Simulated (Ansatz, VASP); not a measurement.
# Be: VASP beside Ansatz

File INCAR:

```
SYSTEM = Be
ALGO     = Fast           ! electronic algorithm
EDIFF    = 1E-7           ! SCF threshold, eV
ENCUT    = 520            ! plane-wave cutoff, eV
GGA      = PE             ! functional
ISIF     = 2              ! what is computed and relaxed
ISMEAR   = 0              ! smearing method
LASPH    = .TRUE.         ! aspherical terms in the spheres
LCHARG   = .TRUE.         ! write CHGCAR
LELF     = .TRUE.         ! ELF
LREAL    = .FALSE.        ! projectors in reciprocal space
LVHAR    = .TRUE.       
LWAVE    = .FALSE.        ! write WAVECAR
NBANDS   = 15             ! bands
NELM     = 80             ! most SCF steps
PREC     = Accurate       ! precision mode
SIGMA    = 0.1            ! smearing width, eV
```

KPOINTS

```
k-points
0
G
  12 12 12
  0 0 0
```

Contents of POSCAR:

```
Be
1.0
    0.0000000000      0.0000000000      2.1358157876
   -4.6096292717     -2.6613707009     -0.7119385959
    4.6096292717     -2.6613707009     -0.7119385959
Be
6
Direct
    0.9792200267      0.5793886629      0.7212359472
    0.2579840796      0.2787640528      0.8581527158
    0.3998313638      0.1418472842      0.4206113371
    0.0207799733      0.4206113371      0.2787640528
    0.7420159204      0.7212359472      0.1418472842
    0.6001686362      0.8581527158      0.5793886629
```

Input for Ansatz:

```yaml
crystal:
  lattice:
    - [0.0, 0.0, 2.1358157876]
    - [-4.6096292717, -2.6613707009, -0.7119385959]
    - [4.6096292717, -2.6613707009, -0.7119385959]
  atoms:
    - { symbol: Be, position: [0.9792200267, 0.5793886629, 0.7212359472] }
    - { symbol: Be, position: [0.2579840796, 0.2787640528, 0.8581527158] }
    - { symbol: Be, position: [0.3998313638, 0.1418472842, 0.4206113371] }
    - { symbol: Be, position: [0.0207799733, 0.4206113371, 0.2787640528] }
    - { symbol: Be, position: [0.7420159204, 0.7212359472, 0.1418472842] }
    - { symbol: Be, position: [0.6001686362, 0.8581527158, 0.5793886629] }
basis:
  ecutwfc: 420
kpoints:
  mp_grid: { grid: [12, 12, 12] }
hamiltonian:
  xc: pbe
scf:
  occupations: { method: gaussian, width: 0.1 }
output:
  forces: true
  stress: true
  eigenvalues: true
```

Alike in both runs: task single point; functional PBE; k mesh 12 × 12 × 12; occupations gaussian, width 0.1 eV; no spin polarisation.

```csv
,VASP,Ansatz
version,VASP 6.6.1,Ansatz 0.2.0
potentials or method,"VASP PAW PBE potentials, release 64 (Be), cutoff 520 eV","scalar-relativistic, plane waves, PAW"
valence electrons in the cell,12,12
```

|  | VASP | Ansatz | Ansatz less VASP |
| --- | --- | --- | --- |
| gap on the k mesh at the Fermi level (eV) | none | none | - |
| pressure (GPa) | 0.1 | 0.0 | -0.14 |
| traceless stress, the component that is largest in VASP (GPa) | 0.06 | 0.05 | -0.006 |
| rms of the force components (eV/Å) | 0.017 | 0.015 | -0.0021 |

Atom by atom the forces differ by 0.002 eV/Å (rms over components). A gap of «none» marks a metal or a gap that the smearing closes. The functional is the same, so the differences come from potentials, cutoffs and numerics.
